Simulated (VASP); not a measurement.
# Si16Ge (a cell with a defect) in VASP: further runs

Si16Ge (a cell with a defect) is run at these levels: PBE; tasks: single point.

All numbers are computed with VASP 6.6.1; they aren't measurements. Logs are shortened: lines on timing, memory, paths and dates and some standing lists are left out, and cuts for length are marked.

### 1 The cell of the first run

The cell holds a defect, 17 atoms: a = 7.679 Å, b = 7.679 Å, c = 7.679 Å, α = 60.00°, β = 60.00°, γ = 60.00°.

### 2 Single point, PBE

INCAR

```
PREC = Accurate
ENCUT = 520
EDIFF = 1E-6
ISMEAR = -1
SIGMA = 0.05
LREAL = Auto
LASPH = True
NELM = 60
ALGO = Normal
ISIF = 2
LWAVE = False
LCHARG = False
GGA = PE
NBANDS = 53
```

KPOINTS

```
regular mesh
0
Gamma
  2 2 2
```

POSCAR

```
Si16Ge
1.0
    0.0000000000      5.4300000000      5.4300000000
    5.4300000000      0.0000000000      5.4300000000
    5.4300000000      5.4300000000      0.0000000000
Si Ge
16 1
Direct
    0.0015653775      0.0952670350     -0.0602025783
    0.1174401473      0.0952117864      0.1513812155
   -0.0080570902     -0.0209852670      0.5168232044
    0.1620626151      0.1052486188      0.5920626151
   -0.0174033149      0.4590976059      0.0293922652
    0.1132044199      0.6840699816      0.1261510129
    0.0163167587      0.4756353591      0.4818600368
    0.1112707182      0.6007366483      0.6315285451
    0.4847974217      0.0055893186      0.0083517495
    0.6303775322      0.1567311234      0.1139134438
    0.5526979742     -0.0137845304      0.4727716390
    0.6121454880      0.1420349908      0.6157918969
    0.4897053407      0.5303314917     -0.0323572744
    0.6255985267      0.6367955801      0.1011786372
    0.4684254144      0.5051841621      0.5254419890
    0.6310128913      0.6202578269      0.5996316759
    0.8798987109      0.8470073665      0.9263996317
```

Potentials or basis: VASP PAW PBE potentials, release 64 (Si, Ge_d).

Run with:

```bash
$ cat potpaw_PBE.64/Si/POTCAR potpaw_PBE.64/Ge_d/POTCAR > POTCAR
$ mpirun -np 1 vasp_std > vasp.out
```

OUTCAR:

```text
PREC = Accurate
   ENCUT = 520
   EDIFF = 1E-6
   ISMEAR = -1
   LREAL = Auto
   LASPH = True
   NELM = 60
   ISIF = 2
   GGA = PE

 ion  position               nearest neighbor table
   1  0.002  0.095  0.940-   2 2.21   4 2.29  10 2.37  17 2.57   6 2.60   5 3.12
   2  0.117  0.095  0.151-   1 2.21   5 2.28   3 2.29   9 2.31
   3  0.992  0.979  0.517-   2 2.29   4 2.36   8 2.37  12 2.39  17 2.58
   4  0.162  0.105  0.592-   1 2.29   7 2.33   3 2.36  11 2.45  17 2.98
   5  0.983  0.459  0.029-  14 2.28   2 2.28  17 2.46   8 2.50   6 2.88   1 3.12
   6  0.113  0.684  0.126-   7 2.32  17 2.39  13 2.40   1 2.60   5 2.88
   7  0.016  0.476  0.482-   6 2.32   4 2.33   8 2.33  16 2.42
   8  0.111  0.601  0.632-  15 2.25   7 2.33   3 2.37   5 2.50  17 2.96
   9  0.485  0.006  0.008-   2 2.31  14 2.32  12 2.46  17 2.50  10 2.53
  10  0.630  0.157  0.114-  11 2.28  13 2.36   1 2.37   9 2.53  17 2.74
  11  0.553  0.986  0.473-  10 2.28  12 2.28  16 2.32   4 2.45
  12  0.612  0.142  0.616-  11 2.28  15 2.29   3 2.39   9 2.46
  13  0.490  0.530  0.968-  16 2.32  10 2.36  14 2.36   6 2.40
  14  0.626  0.637  0.101-   5 2.28   9 2.32  13 2.36  17 2.57  15 2.66
  15  0.468  0.505  0.525-  16 2.23   8 2.25  12 2.29  14 2.66
  16  0.631  0.620  0.600-  15 2.23  11 2.32  13 2.32   7 2.42
  17  0.880  0.847  0.926-   6 2.39   5 2.46   9 2.50  14 2.57   1 2.57   3 2.58  10 2.74   8 2.96
                             4 2.98

  LATTYP: Found a face centered cubic cell.
 ALAT       =    10.8600000000

  Lattice vectors:

 A1 = (   0.0000000000,   5.4300000000,   5.4300000000)
 A2 = (   5.4300000000,   0.0000000000,   5.4300000000)
 A3 = (   5.4300000000,   5.4300000000,   0.0000000000)

Analysis of symmetry for initial positions (statically):
=====================================================================
 Subroutine PRICEL returns:
 Original cell was already a primitive cell.

 Routine SETGRP: Setting up the symmetry group for a
 face centered cubic supercell.

 Subroutine GETGRP returns: Found  1 space group operations
 (whereof  1 operations were pure point group operations)
 out of a pool of 48 trial point group operations.

The static configuration has the point symmetry C_1 .

Analysis of symmetry for dynamics (positions and initial velocities):
=====================================================================
 Subroutine PRICEL returns:
 Original cell was already a primitive cell.

 Routine SETGRP: Setting up the symmetry group for a
 face centered cubic supercell.

 Subroutine GETGRP returns: Found  1 space group operations
 (whereof  1 operations were pure point group operations)
 out of a pool of 48 trial point group operations.

The dynamic configuration has the point symmetry C_1 .

 Subroutine INISYM returns: Found  1 space group operations
 (whereof  1 operations are pure point group operations),
 and found     1 'primitive' translations

----------------------------------------------------------------------------------------

                                     Primitive cell

  volume of cell :     320.2060

  direct lattice vectors                    reciprocal lattice vectors
     0.000000000  5.430000000  5.430000000    -0.092081031  0.092081031  0.092081031
     5.430000000  0.000000000  5.430000000     0.092081031 -0.092081031  0.092081031
     5.430000000  5.430000000  0.000000000     0.092081031  0.092081031 -0.092081031

  length of vectors
     7.679179644  7.679179644  7.679179644     0.159489025  0.159489025  0.159489025

  position of ions in fractional coordinates (direct lattice)
     0.001565378  0.095267035  0.939797422
     0.117440147  0.095211786  0.151381216
     0.991942910  0.979014733  0.516823204
     0.162062615  0.105248619  0.592062615
     0.982596685  0.459097606  0.029392265
     0.113204420  0.684069982  0.126151013
[... 9 lines left out ...]
     0.631012891  0.620257827  0.599631676
     0.879898711  0.847007367  0.926399632

  ion indices of the primitive-cell ions
   primitive index   ion index
                 1           1
                 2           2
                 3           3
                 4           4
                 5           5
                 6           6
[... 9 lines left out ...]
                16          16
                17          17

----------------------------------------------------------------------------------------

 KPOINTS: regular mesh

Automatic generation of k-mesh.
 Grid dimensions read from file:
 generate k-points for:    2    2    2

 Generating k-lattice:

  Cartesian coordinates                     Fractional coordinates (reciprocal lattice)
    -0.046040516  0.046040516  0.046040516     0.500000000  0.000000000  0.000000000
     0.046040516 -0.046040516  0.046040516     0.000000000  0.500000000  0.000000000
     0.046040516  0.046040516 -0.046040516     0.000000000  0.000000000  0.500000000

  Length of vectors
     0.079744512  0.079744512  0.079744512

[... 38 lines left out ...]
   EDIFFG = 0.1E-04   stopping-criterion for IOM
   NSW    =      0    number of steps for IOM
   IBRION =     -1    ionic relax: 0-MD 1-quasi-New 2-CG
   NFREE  =      0    steps in history (QN), initial steepest desc. (CG)
   ISIF   =      2    stress and relaxation
   ISYM   =      2    0-nonsym 1-usesym 2-fastsym
   POTIM  = 0.5000    time-step for ionic-motion
   TEBEG  =    0.0;   TEEND  =   0.0 temperature during run
   PSTRESS=    0.0 pullay stress
   NELECT =      78.0000    total number of electrons
   NUPDOWN=      -1.0000    fix difference up-down
   EMIN   =  10.00;   EMAX   =-10.00  energy-range for DOS
   EFERMI =   0.00;   METHOD = LEGACY
   ISMEAR =    -1;   SIGMA  =   0.05  broadening in eV -4-tet -1-fermi 0-gaus
   EFERMI_NEDOS =   21; number of points for ismear=-14 and -15
   IALGO  =     38    algorithm
   IMIX   =      4    mixing-type and parameters
     AMIX     =   0.40;   BMIX     =  1.00
     AMIX_MAG =   1.60;   BMIX_MAG =  1.00
  volume/ion in A,a.u.               =      18.84       127.11
  Fermi-wavevector in a.u.,A,eV,Ry     =   1.022421  1.932096 14.222785  1.045345
  Thomas-Fermi vector in A             =   2.156100
   LORBIT       =      0    0 simple, 1 ext, 2 COOP (PROOUT), +10 PAW based schemes
   GGA     = PE    functional components
   LHFCALC =     F    Hartree Fock is set to
   AEXX    =    0.0000 exact exchange contribution
   IVDW    =     0    specifies the selected vdW correction
   LEPSILON=     F    determine dielectric tensor
   LRPA    =     F    only Hartree local field effects (RPA)
 non-spin polarized calculation
  energy-cutoff  :      520.00
  volume of cell :      320.21
 maximum number of plane-waves:      8646
 NGX is ok and might be reduce to    60
   NGX = 29   NGY = 29   NGZ = 29

 number of electron      78.0000001 magnetization

 Free energy of the ion-electron system (eV)
  ---------------------------------------------------
  ext. energy  EPLUGINS =         0.00000000
  ---------------------------------------------------
  free energy    TOTEN  =       -85.23123190 eV

  energy without entropy =      -85.18334731  energy(sigma->0) =      -85.20728960

 E-fermi :   6.8463     XC(G=0):  -9.7845

 val. band max:        6.8031145562   @ k =   0.0000   0.5000   0.5000
 cond. band min:       6.8469909814   @ k =   0.0000   0.0000   0.0000
 fundamental gap:      0.0438764251
 Fermi energy:         6.8462806778

 k-point     1 :       0.0000    0.0000    0.0000
  band No.  band energies     occupation
      1     -18.1543      2.00000
      2     -18.1464      2.00000
      3     -18.1199      2.00000
      4     -18.1143      2.00000
      5     -18.1004      2.00000
      6      -6.3632      2.00000
[... 43 lines left out ...]
     50       8.3510      0.00000
     51       8.7772      0.00000

 k-point     2 :       0.5000    0.0000    0.0000
  band No.  band energies     occupation
      1     -18.1543      2.00000
      2     -18.1464      2.00000
      3     -18.1199      2.00000
      4     -18.1143      2.00000
      5     -18.1004      2.00000
      6      -5.9784      2.00000
[... 316 lines left out ...]
 k-point     8 :       0.5000    0.0000    0.5000
  band No.  band energies     occupation
      1     -18.1543      2.00000
      2     -18.1464      2.00000
      3     -18.1199      2.00000
      4     -18.1143      2.00000
      5     -18.1004      2.00000
      6      -5.8394      2.00000
[... 43 lines left out ...]
     50      10.3154      0.00000
     51      10.4323      0.00000
 [bands above 51 left out]

------------------------ aborting loop because EDIFF is reached ----------------------------------------

  FORCE on cell =-STRESS in cart. coord.  units (eV):
  Direction    XX          YY          ZZ          XY          YZ          ZX
  --------------------------------------------------------------------------------------
  -------------------------------------------------------------------------------------
  Total        9.7868394     14.4146225     11.8712348     -0.6445366      0.5224031      2.9301655
  in kB       48.9692623     72.1247585     59.3987074     -3.2249922      2.6138871     14.6613258
  external PRESSURE =      60.1642428 kB  Pullay stress =       0.0000000 kB

 VOLUME and BASIS-vectors are now :
 -----------------------------------------------------------------------------
  energy-cutoff  :      520.00
  volume of cell :      320.21
      direct lattice vectors                 reciprocal lattice vectors
     0.000000000  5.430000000  5.430000000    -0.092081031  0.092081031  0.092081031
     5.430000000  0.000000000  5.430000000     0.092081031 -0.092081031  0.092081031
     5.430000000  5.430000000  0.000000000     0.092081031  0.092081031 -0.092081031

 POSITION                                       TOTAL-FORCE (eV/Angst)
 -----------------------------------------------------------------------------------
      5.62040      5.11160      0.52580         0.150541     -0.147631     -0.650488
      1.33900      1.45970      1.15470         0.113026      0.646694      0.376026
      8.12240      8.19260     10.70230         0.236070     -0.043521     -0.402465
      3.78640      4.09490      1.45150        -0.584645     -0.058094      0.773928
      2.65250      5.49510      7.82840        -0.793946      0.012418      1.007996
      4.39950      1.29970      4.32920        -0.634824      0.323666      0.340158
[... 9 lines left out ...]
      6.62400      6.68240      6.79440         0.090177      1.263596      0.853868
      9.62960      9.80820      9.37710        -0.251733      0.305805      0.677443
 -----------------------------------------------------------------------------------
    total drift:                               -0.005039     -0.007298      0.001099

  FREE ENERGIE OF THE ION-ELECTRON SYSTEM (eV)
  ---------------------------------------------------
  free  energy   TOTEN  =       -85.2312319014 eV

  energy  without entropy=      -85.1833473082  energy(sigma->0) =      -85.20728960
```

Run time: 3.3 min. Hardware: 1 thread of Intel Xeon 6975P-C (Granite Rapids), shared host; peak memory 0.49 GiB.

What came out:

| Item | Value |
| --- | --- |
| Free energy | -85.2312 eV |
| Pressure | 6.0 GPa |
| Largest force | 2.529 eV/Å |
| Band gap on the k mesh | zero (band 39 reaches 7.00 eV, above the bottom of band 40 at 6.62 eV) |

Forces in eV/Å, atoms in the order of the input:
```
Si   0.151 -0.148 -0.650
Si   0.113  0.647  0.376
Si   0.236 -0.044 -0.402
Si  -0.585 -0.058  0.774
Si  -0.794  0.012  1.008
Si  -0.635  0.324  0.340
Si   0.426 -0.359 -0.308
Si   0.900  0.110 -0.842
Si   0.286 -0.482  0.883
Si  -0.617 -1.179 -0.080
Si   0.719 -0.733 -0.912
Si   0.267  1.301 -0.282
Si   0.708  0.209 -0.105
Si   0.878  0.237 -2.241
Si  -1.893 -1.407  0.911
Si   0.090  1.264  0.854
Ge  -0.252  0.306  0.677
```

Caveat: the k points lie up to 0.50 Å⁻¹ apart.

### 3 Single point, PBE

Edit INCAR of step 2 so:

```diff
@@ -11,4 +11,6 @@
 LWAVE = False
-LCHARG = False
+LCHARG = True
 GGA = PE
+LELF = True
+LVHAR = True
 NBANDS = 53
```

KPOINTS is that of step 2.

POSCAR

```
Si16Ge
1.0
    0.0000000000      5.4300000000      5.4300000000
    5.4300000000      0.0000000000      5.4300000000
    5.4300000000      5.4300000000      0.0000000000
Si Ge
16 1
Direct
   -0.0432044199      0.1317863720     -0.0516574586
    0.1297605893      0.0601289134      0.1610681400
   -0.0082596685     -0.0539502762      0.5389042357
    0.1066114180      0.1522651934      0.5962799263
   -0.0029189687      0.4313167587      0.0519429098
    0.1768232044      0.7419429098      0.1045948435
   -0.0314732965      0.5449355433      0.4551749540
    0.1109208103      0.5513812155      0.6727992634
    0.4925966851     -0.0038121547     -0.0195764273
    0.6121546961      0.1691896869      0.0818047882
    0.4565745856      0.0394843462      0.4689134438
    0.6182504604      0.0862430939      0.6228729282
    0.4898434622      0.5473204420     -0.0737476980
    0.6167034991      0.5926519337      0.1449539595
    0.5155985267      0.4804051565      0.4886372007
    0.6226611418      0.6901565378      0.5528084715
    0.9296040516      0.8144843462      0.9565653775
```

Potentials or basis: VASP PAW PBE potentials, release 64 (Si, Ge_d).

Run with:

```bash
$ cat potpaw_PBE.64/Si/POTCAR potpaw_PBE.64/Ge_d/POTCAR > POTCAR
$ mpirun -np 1 vasp_std > vasp.out
```

Wall time 3.1 min (1 thread of Intel Xeon 6975P-C (Granite Rapids), shared host); peak memory 0.48 GiB.

Results (log left out):

```yaml
Free_energy: -84.7873 eV
Pressure: 4.7 GPa
Largest_force: 3.319 eV/Å
Band_gap_on_the_k_mesh: zero (band 39 reaches 6.83 eV, above the bottom of band 40 at 6.58 eV)
```

Forces on the atoms (eV/Å):
```
Si   0.219  0.411  1.038
Si  -0.089  0.514 -0.108
Si  -0.047  0.460 -0.257
Si   0.739 -2.100 -0.785
Si   0.103 -0.638  0.201
Si   1.107  0.334 -0.970
Si  -1.584  2.022  1.661
Si  -0.455 -0.251  1.197
Si   0.413  1.692 -0.496
Si   0.709 -1.157 -1.610
Si  -0.703  0.054  2.155
Si   0.303 -0.658  1.602
Si  -0.142  1.273  0.233
Si  -1.662 -2.373  1.619
Si   1.786  0.938 -2.344
Si  -0.296 -0.310 -2.573
Ge  -0.403 -0.211 -0.565
```

Stress tensor (GPa, compression positive):
```
 6.05 -1.47 -3.03
-1.47  5.39  1.23
-3.03  1.23  2.65
```

Levels at points of the mesh, in eV from the Fermi level:
| k point | band 37 | band 38 | band 39 | band 40 | band 41 | band 42 |
| --- | --- | --- | --- | --- | --- | --- |
| (0.00, 0.00, 0.00) | -0.93 | -0.65 | -0.30 | -0.18 | 0.15 | 0.20 |
| (0.50, 0.00, 0.00) | -0.84 | -0.81 | -0.33 | 0.26 | 0.52 | 0.78 |
| (0.00, 0.50, 0.00) | -1.18 | -0.59 | 0.05 | 0.34 | 0.49 | 0.78 |
| (0.00, 0.00, 0.50) | -1.00 | -0.88 | -0.30 | -0.01 | 0.45 | 0.98 |
| (0.50, 0.50, 0.50) | -0.90 | -0.72 | -0.40 | 0.01 | 0.30 | 0.64 |
| (0.50, 0.50, 0.00) | -1.18 | -0.76 | -0.20 | 0.83 | 0.87 | 0.99 |
| (0.00, 0.50, 0.50) | -1.23 | -0.83 | 0.01 | 0.64 | 1.08 | 1.21 |
| (0.50, 0.00, 0.50) | -1.23 | -1.07 | 0.07 | 0.60 | 0.75 | 1.10 |

Caveat: the k points lie up to 0.50 Å⁻¹ apart.

### 4 Single point, PBE

INCAR

```
SYSTEM = Si16Ge
PREC     = Accurate       ! precision mode
ENCUT    = 520            ! plane-wave cutoff, eV
EDIFF    = 1E-7           ! SCF threshold, eV
ISMEAR   = -1             ! smearing method
SIGMA    = 0.05           ! smearing width, eV
LREAL    = Auto         
LASPH    = .TRUE.         ! aspherical terms in the spheres
NELM     = 100            ! most SCF steps
ALGO     = Normal         ! electronic algorithm
ISIF     = 2              ! what is computed and relaxed
LWAVE    = .FALSE.        ! write WAVECAR
LCHARG   = .FALSE.        ! write CHGCAR
GGA      = PE             ! functional
NBANDS   = 53             ! bands
```

KPOINTS

```
Automatic mesh
0
G
  2 2 2
  0 0 0
```

POSCAR

```
Si16Ge
1.0
    0.0000000000      5.4300000000      5.4300000000
    5.4300000000      0.0000000000      5.4300000000
    5.4300000000      5.4300000000      0.0000000000
Si Ge
16 1
Direct
   -0.1357918969      0.2294935543     -0.0556998158
    0.1871086556      0.0448987109      0.1692449355
   -0.0264732965     -0.0226611418      0.5416850829
    0.0767311234      0.1761786372      0.6187384899
    0.0461602210      0.3986648250     -0.0080018416
    0.1846961326      0.7801104972      0.1333333333
   -0.0339410681      0.5600368324      0.4495211786
    0.1194659300      0.5955064457      0.6208839779
    0.5572928177     -0.0645303867     -0.0126151013
    0.5491160221      0.1587845304      0.1295580110
    0.4470902394      0.0291528545      0.4888213628
    0.5787200737      0.1090883978      0.6251657459
    0.4539686924      0.5420165746     -0.0776887661
    0.6507734807      0.5665009208      0.0822283610
    0.5045672192      0.4668692449      0.4915837937
    0.5753406998      0.6777900552      0.5563351750
    0.9790239411      0.7810681400      0.9730570902
```

Run with:

```bash
$ cat potpaw_PBE.64/Si/POTCAR potpaw_PBE.64/Ge_d/POTCAR > POTCAR
$ mpirun -np 1 vasp_std > vasp.out
```

Run time: 4.5 min. Hardware: 1 thread of Intel Xeon 6975P-C (Granite Rapids), shared host; peak memory 0.48 GiB.

It converged, with:

```yaml
Free_energy: -84.6560 eV
Pressure: 2.9 GPa
Largest_force: 2.932 eV/Å
Band_gap_on_the_k_mesh: zero (band 39 reaches 7.09 eV, above the bottom of band 40 at 6.66 eV)
```

Forces on the atoms (eV/Å):
```
Si   0.434  1.095  0.361
Si   1.338  0.125  0.520
Si  -0.026  0.047 -0.290
Si  -0.392 -1.109 -0.090
Si   0.592 -1.213  0.170
Si  -1.587 -0.446 -1.757
Si  -0.124 -0.314 -0.090
Si   0.114  0.466  0.469
Si   0.290  0.391  0.567
Si  -0.792 -1.456  0.855
Si   0.430 -0.992 -0.658
Si   0.288  2.609  1.305
Si   0.919  1.301 -0.759
Si   0.305  0.679 -0.779
Si  -0.555 -2.370  0.061
Si  -1.032  1.557  0.453
Ge  -0.201 -0.369 -0.338
```

Stress tensor (GPa, compression positive):
```
3.57 1.38 2.56
1.38 1.95 0.04
2.56 0.04 3.28
```

Levels at points of the mesh, in eV from the Fermi level:
```csv
k point,band 36,band 37,band 38,band 39,band 40,band 41,band 42,band 43
"(0.00, 0.00, 0.00)",-1.12,-0.84,-0.56,-0.31,-0.16,0.12,0.37,0.50
"(0.50, 0.00, 0.00)",-1.52,-1.27,-0.89,-0.31,0.28,0.44,0.64,0.69
"(0.00, 0.50, 0.00)",-1.19,-0.92,-0.81,-0.31,0.19,0.25,0.83,0.98
"(0.00, 0.00, 0.50)",-1.33,-1.15,-1.01,-0.12,0.15,0.28,0.74,0.85
"(0.50, 0.50, 0.50)",-1.25,-1.04,-0.56,-0.39,0.33,0.45,0.70,0.93
"(0.50, 0.50, 0.00)",-1.47,-1.36,-0.45,-0.27,0.43,0.72,1.17,1.29
"(0.00, 0.50, 0.50)",-1.46,-1.40,-0.82,0.27,0.34,0.67,0.78,1.28
"(0.50, 0.00, 0.50)",-1.56,-1.32,-0.96,-0.17,0.58,0.73,0.89,1.01
```

Caveat: the k points lie up to 0.50 Å⁻¹ apart.
